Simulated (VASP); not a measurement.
Runs of VASP 6.6.1 on LiBr. The structure is that of space group Fm-3m (No. 225), or close to it. The cells are those of the table. 

| level | potentials or basis | cell | cutoff (eV) | smearing | gap on the mesh (eV) | pressure (GPa) |
| --- | --- | --- | --- | --- | --- | --- |
| PBEsol | VASP PAW PBE potentials, release 64 (Li_sv, Br) | a = 3.827 Å, angles 60.0°, 2 atoms | 750 | fermi-dirac 0.02 eV | (a) | 0.0 |
| LDA | VASP PAW LDA potentials, release 64 (Li_sv, Br) | a = 3.755 Å, angles 60.0°, 2 atoms | 750 | fermi-dirac 0.02 eV | (b) | 0.0 |
| PBE | VASP PAW PBE potentials, release 64 (Li_sv, Br) | a = 3.897 Å, angles 60.0°, 2 atoms | 750 | fermi-dirac 0.02 eV | 4.92 | 0.0 |
| LDA | VASP PAW LDA potentials, release 64 (Li_sv, Br) | a = 3.874 Å, angles 60.0°, 2 atoms | 750 | gaussian 0.01 eV | 4.71 | -2.6 |
| r2SCAN | VASP PAW PBE potentials, release 64 (Li_sv, Br) | a = 3.874 Å, angles 60.0°, 2 atoms | 830 | fermi-dirac 0.02 eV | 5.93 | -0.4 |

Alike in all rows: task single point; no spin polarisation; k mesh 8 × 8 × 8.

Q: Estimate the missing entries.

A: (a) 4.98; (b) 5.17.

Caveats: the PAW data sets were made with another functional, which shifts forces and pressure a little (some runs).

A k mesh can miss the band edges, and the runs leave out spin-orbit coupling on Br.
